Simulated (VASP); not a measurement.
# Hf (P6_3/mmc) in VASP: further runs

The runs below take Hf through single point, with PBEsol.

All numbers are computed with VASP 6.6.1; they aren't measurements. Logs are shortened: lines on timing, memory, paths and dates and some standing lists are left out, and cuts for length are marked.

**1. The cell of the first run**

The structure is hexagonal, space group P6_3/mmc (No. 194). Conventional cell: a = 2.957 Å, b = 2.957 Å, c = 5.058 Å, α = 90.00°, β = 90.00°, γ = 120.00°. Hf (site symmetry -6m2) has 12 Hf at 2.96 to 3.05 Å within 3.9 Å.

**2. Single point, PBEsol (strain -0.0750 x Voigt [1, 1, 0, 0, 0, 0])**

INCAR

```
ALGO = Fast
EDIFF = 1E-7
ENCUT = 520
GGA = PS
ISIF = 2
ISMEAR = 0
LASPH = True
LCHARG = False
LREAL = False
LWAVE = False
NBANDS = 17
NELM = 80
PREC = Accurate
SIGMA = 0.15
```

KPOINTS

```
k-points
0
Gamma
  18 18 10
```

POSCAR

```
Hf
1.0
    2.9569461349      0.0000000000      0.0000000000
   -1.4784730674      2.5607904704      0.0000000000
    0.0000000000      0.0000000000      5.0578000000
Hf
2
Direct
    0.3333333333      0.6666666667      0.2500000000
    0.6666666667      0.3333333333      0.7500000000
```

Potentials or basis: VASP PAW PBE potentials, release 64 (Hf_pv).

Run with:

```sh
$ cat potpaw_PBE.64/Hf_pv/POTCAR > POTCAR
$ mpirun -np 1 vasp_std > vasp.out
```

OUTCAR:

```text
EDIFF = 1E-7
   ENCUT = 520
   GGA = PS
   ISIF = 2
   ISMEAR = 0
   LASPH = True
   LREAL = False
   NELM = 80
   PREC = Accurate

 ion  position               nearest neighbor table
   1  0.333  0.667  0.250-   2 3.05   2 3.05   2 3.05   2 3.05   2 3.05   2 3.05
   2  0.667  0.333  0.750-   1 3.05   1 3.05   1 3.05   1 3.05   1 3.05   1 3.05

  LATTYP: Found a hexagonal cell.
 ALAT       =     2.9569461349
 C/A-ratio  =     1.7104809385

  Lattice vectors:

 A1 = (   2.9569461349,   0.0000000000,   0.0000000000)
 A2 = (  -1.4784730674,   2.5607904704,   0.0000000000)
 A3 = (   0.0000000000,   0.0000000000,   5.0578000000)

Analysis of symmetry for initial positions (statically):
=====================================================================
 Subroutine PRICEL returns:
 Original cell was already a primitive cell.

 Routine SETGRP: Setting up the symmetry group for a
 hexagonal supercell.

 Subroutine GETGRP returns: Found 24 space group operations
 (whereof 12 operations were pure point group operations)
 out of a pool of 24 trial point group operations.

The static configuration has the point symmetry D_3d.
 The point group associated with its full space group is D_6h.

Analysis of symmetry for dynamics (positions and initial velocities):
=====================================================================
 Subroutine PRICEL returns:
 Original cell was already a primitive cell.

 Routine SETGRP: Setting up the symmetry group for a
 hexagonal supercell.

 Subroutine GETGRP returns: Found 24 space group operations
 (whereof 12 operations were pure point group operations)
 out of a pool of 24 trial point group operations.

The dynamic configuration has the point symmetry D_3d.
 The point group associated with its full space group is D_6h.

 Subroutine INISYM returns: Found 24 space group operations
 (whereof 12 operations are pure point group operations),
 and found     1 'primitive' translations

----------------------------------------------------------------------------------------

                                     Primitive cell

  volume of cell :      38.2983

  direct lattice vectors                    reciprocal lattice vectors
     2.956946135  0.000000000  0.000000000     0.338186749  0.195252211  0.000000000
    -1.478473067  2.560790470  0.000000000     0.000000000  0.390504421  0.000000000
     0.000000000  0.000000000  5.057800000     0.000000000  0.000000000  0.197714421

[... 82 lines left out ...]
   NELM   =     80;   NELMIN=  2; NELMDL= -5     # of ELM steps
   EDIFF  = 0.1E-06   stopping-criterion for ELM
   LREAL  =      F    real-space projection
   EDIFFG = 0.1E-05   stopping-criterion for IOM
   NSW    =      0    number of steps for IOM
   IBRION =     -1    ionic relax: 0-MD 1-quasi-New 2-CG
   NFREE  =      0    steps in history (QN), initial steepest desc. (CG)
   ISIF   =      2    stress and relaxation
   ISYM   =      2    0-nonsym 1-usesym 2-fastsym
   POTIM  = 0.5000    time-step for ionic-motion
   TEBEG  =    0.0;   TEEND  =   0.0 temperature during run
   PSTRESS=    0.0 pullay stress
   NELECT =      20.0000    total number of electrons
   NUPDOWN=      -1.0000    fix difference up-down
   EMIN   =  10.00;   EMAX   =-10.00  energy-range for DOS
   EFERMI =   0.00;   METHOD = LEGACY
   ISMEAR =     0;   SIGMA  =   0.15  broadening in eV -4-tet -1-fermi 0-gaus
   EFERMI_NEDOS =   21; number of points for ismear=-14 and -15
   IALGO  =     68    algorithm
   IMIX   =      4    mixing-type and parameters
     AMIX     =   0.40;   BMIX     =  1.00
     AMIX_MAG =   1.60;   BMIX_MAG =  1.00
  volume/ion in A,a.u.               =      19.15       129.22
  Fermi-wavevector in a.u.,A,eV,Ry     =   1.318333  2.491288 23.646952  1.738002
  Thomas-Fermi vector in A             =   2.448310
   LORBIT       =      0    0 simple, 1 ext, 2 COOP (PROOUT), +10 PAW based schemes
   GGA     = PS    functional components
   LHFCALC =     F    Hartree Fock is set to
   AEXX    =    0.0000 exact exchange contribution
   IVDW    =     0    specifies the selected vdW correction
   LEPSILON=     F    determine dielectric tensor
   LRPA    =     F    only Hartree local field effects (RPA)
 non-spin polarized calculation
 RMM-DIIS sequential band-by-band and
 Gauss-broadening in eV      SIGMA  =   0.15
  energy-cutoff  :      520.00
  volume of cell :       38.30
 maximum number of plane-waves:      1062
 NGX is ok and might be reduce to    24
   NGX = 11   NGY = 11   NGZ = 19

 number of electron      19.9999998 magnetization

 Free energy of the ion-electron system (eV)
  ---------------------------------------------------
  ext. energy  EPLUGINS =         0.00000000
  ---------------------------------------------------
  free energy    TOTEN  =       -20.72920116 eV

  energy without entropy =      -20.71016464  energy(sigma->0) =      -20.71968290

 E-fermi :   5.8401     XC(G=0): -12.1211

 val. band max:        5.8178033781   @ k =   0.1667   0.1667   0.4000
 cond. band min:       5.8420228193   @ k =   0.3333   0.2778   0.3000
 fundamental gap:      0.0242194412
 Fermi energy:         5.8401330540

 k-point     1 :       0.0000    0.0000    0.0000
  band No.  band energies     occupation
      1     -24.9894      2.00000
      2     -23.7666      2.00000
      3     -23.7666      2.00000
      4     -23.7621      2.00000
      5     -23.6307      2.00000
      6     -23.6307      2.00000
[... 457 lines left out ...]
      4     -24.1708      2.00000
      5     -24.0030      2.00000
      6     -23.9389      2.00000
[... 9 lines left out ...]
     16      12.6598      0.00000
     17      14.4645      0.00000

 [... further k-points ...]

------------------------ aborting loop because EDIFF is reached ----------------------------------------

  FORCE on cell =-STRESS in cart. coord.  units (eV):
  Direction    XX          YY          ZZ          XY          YZ          ZX
  --------------------------------------------------------------------------------------
  -------------------------------------------------------------------------------------
  Total        4.6254930      4.6254930      2.1763906      0.0000000     -0.0000000      0.0000000
  in kB      193.5038007    193.5038007     91.0475590      0.0000000     -0.0000000      0.0000000
  external PRESSURE =     159.3517202 kB  Pullay stress =       0.0000000 kB

 VOLUME and BASIS-vectors are now :
 -----------------------------------------------------------------------------
  energy-cutoff  :      520.00
  volume of cell :       38.30
      direct lattice vectors                 reciprocal lattice vectors
     2.956946135  0.000000000  0.000000000     0.338186749  0.195252211  0.000000000
    -1.478473067  2.560790470  0.000000000     0.000000000  0.390504421  0.000000000
     0.000000000  0.000000000  5.057800000     0.000000000  0.000000000  0.197714421

 POSITION                                       TOTAL-FORCE (eV/Angst)
 -----------------------------------------------------------------------------------
     -0.00000      1.70719      1.26445        -0.000000      0.000000      0.000000
      1.47847      0.85360      3.79335         0.000000     -0.000000     -0.000000
 -----------------------------------------------------------------------------------
    total drift:                               -0.000000      0.000000     -0.000000

  FREE ENERGIE OF THE ION-ELECTRON SYSTEM (eV)
  ---------------------------------------------------
  free  energy   TOTEN  =       -20.7292011559 eV

  energy  without entropy=      -20.7101646356  energy(sigma->0) =      -20.71968290
```

stdout:

```text
POSCAR found type information on POSCAR Hf
 POSCAR found :  1 types and       2 ions
 scaLAPACK will be used
 -----------------------------------------------------------------------------
|                                                                             |
|                                                                             |
|     You enforced a specific xc type in the INCAR file but a different       |
|     I HOPE YOU KNOW WHAT YOU ARE DOING!                                     |
|                                                                             |
 -----------------------------------------------------------------------------

 LDA part: xc-table for (Slater+PW92), standard interpolation
 POSCAR, INCAR and KPOINTS ok, starting setup
 FFT: planning ... GRIDC
 FFT: planning ... GRID_SOFT
 FFT: planning ... GRID
 WAVECAR not read
 entering main loop
```

It took 52 s on 1 thread of Intel Xeon 6975P-C (Granite Rapids), shared host; peak memory 0.25 GiB.

What came out:

| Item | Value |
| --- | --- |
| Free energy | -20.7292 eV |
| Pressure | 15.9 GPa |
| Band gap on the k mesh | zero (bands 10 and 11 overlap by 1.04 eV) |

Caveat: the cell differs from its parent crystal (strain -0.0750 x Voigt [1, 1, 0, 0, 0, 0]); the cell stands under pressure; the PAW data sets were made with another functional, which shifts forces and pressure a little; spin-orbit coupling is left out, which moves the levels of the heavy elements.

**3. Single point, PBEsol (strain -0.0375 x Voigt [1, 1, 0, 0, 0, 0])**

INCAR

```
PREC = Accurate
ENCUT = 520
EDIFF = 1E-6
ISMEAR = 0
SIGMA = 0.15
LREAL = False
LASPH = True
NELM = 80
ALGO = Fast
ISIF = 2
LWAVE = False
LCHARG = False
GGA = PS
NBANDS = 17
```

KPOINTS

```
Automatic mesh
0
Gamma
  18 18 10
```

POSCAR

```
Hf
1.0
    3.0768223295      0.0000000000      0.0000000000
   -1.5384111648      2.6646063003      0.0000000000
    0.0000000000      0.0000000000      5.0578000000
Hf
2
Direct
    0.3333333333      0.6666666667      0.2500000000
    0.6666666667      0.3333333333      0.7500000000
```

Potentials or basis: VASP PAW PBE potentials, release 64 (Hf_pv).

Run with:

```sh
$ cat potpaw_PBE.64/Hf_pv/POTCAR > POTCAR
$ mpirun -np 1 vasp_std > vasp.out
```

It took 57 s on 1 thread of Intel Xeon 6975P-C (Granite Rapids), shared host; peak memory 0.25 GiB.

Results (log left out):

| Property | Result |
| --- | --- |
| Free energy | -20.9763 eV |
| Pressure | 4.5 GPa |
| Band gap on the k mesh | zero (bands 10 and 11 overlap by 1.47 eV) |

Stress tensor (GPa, compression positive):
```
6.13 0.00 0.00
0.00 6.13 0.00
0.00 0.00 1.15
```

Levels at points of the mesh, in eV from the Fermi level:
| k point | band 7 | band 8 | band 9 | band 10 | band 11 | band 12 | band 13 | band 14 |
| --- | --- | --- | --- | --- | --- | --- | --- | --- |
| (0.00, 0.00, 0.00) | -7.63 | -4.03 | 0.65 | 1.11 | 1.28 | 1.28 | 2.08 | 2.08 |
| (0.50, 0.00, 0.00) | -3.44 | -3.03 | -2.53 | -0.47 | 0.75 | 1.05 | 1.61 | 6.73 |
| (0.00, 0.00, 0.50) | -5.62 | -5.62 | -0.06 | -0.06 | 1.24 | 1.24 | 1.24 | 1.24 |
| (0.50, 0.00, 0.50) | -3.66 | -3.66 | -1.24 | -1.24 | 1.53 | 1.53 | 3.00 | 3.00 |

Caveat: the cell differs from its parent crystal (strain -0.0375 x Voigt [1, 1, 0, 0, 0, 0]); the cell stands under pressure; the PAW data sets were made with another functional, which shifts forces and pressure a little; spin-orbit coupling is left out, which moves the levels of the heavy elements.
